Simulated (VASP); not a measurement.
Ge:

```
Ge
1.0
     2.83971   -6.13054    0.00000
     2.83971    6.13054    0.00000
     0.00000    0.00000    3.95885
Ge
6
Direct
  0.01037 0.40269 0.25000
  0.40269 0.01037 0.75000
  0.59731 0.98963 0.25000
  0.98963 0.59731 0.75000
  0.44309 0.55691 0.25000
  0.55691 0.44309 0.75000
```

* Program: VASP 6.6.1
* Task: relaxation of cell and atoms
* Functional: PBE
* Potentials or basis: VASP PAW PBE potentials, release 64 (Ge_d)
* Cutoff: 600 eV
* k mesh: 4 × 4 × 4
* Occupations: gaussian, width 0.1 eV
* Spin: no spin polarisation

At the start: pressure 8.8 GPa; volume 22.97 Å³/atom.

Problem. How do energy, volume and symmetry change on relaxing?

Solution. Over 7 steps the energy falls by 83.6 meV/atom and the volume is 25.86 Å³/atom (+12.6 %); space group Cmcm (No. 63, to 0.05 Å).

Step by step:
| step | energy change (eV) | largest force (eV/Å) | pressure (GPa) | volume (Å³) |
| --- | --- | --- | --- | --- |
| 1 | 0.0000 | 0.7556 | 8.83 | 137.84 |
| 2 | -0.3881 | 0.3663 | -2.63 | 164.56 |
| 3 | -0.4961 | 0.1047 | 0.17 | 154.76 |
| 4 | -0.4960 | 0.1174 | 0.08 | 155.11 |
| 5 | -0.5003 | 0.0600 | -0.19 | 155.83 |
| 6 | -0.5004 | 0.0347 | -0.19 | 155.73 |
| 7 | -0.5014 | 0.0339 | 0.00 | 155.18 |

Final structure:
```
Ge
1.0
     3.01286   -6.27815    0.00000
     3.01286    6.27815    0.00000
     0.00000    0.00000    4.10202
Ge
6
Direct
  0.01116 0.40234 0.25000
  0.40234 0.01116 0.75000
  0.59766 0.98884 0.25000
  0.98884 0.59766 0.75000
  0.44486 0.55514 0.25000
  0.55514 0.44486 0.75000
```

Caveat: the k points lie up to 0.38 Å⁻¹ apart in the final cell.
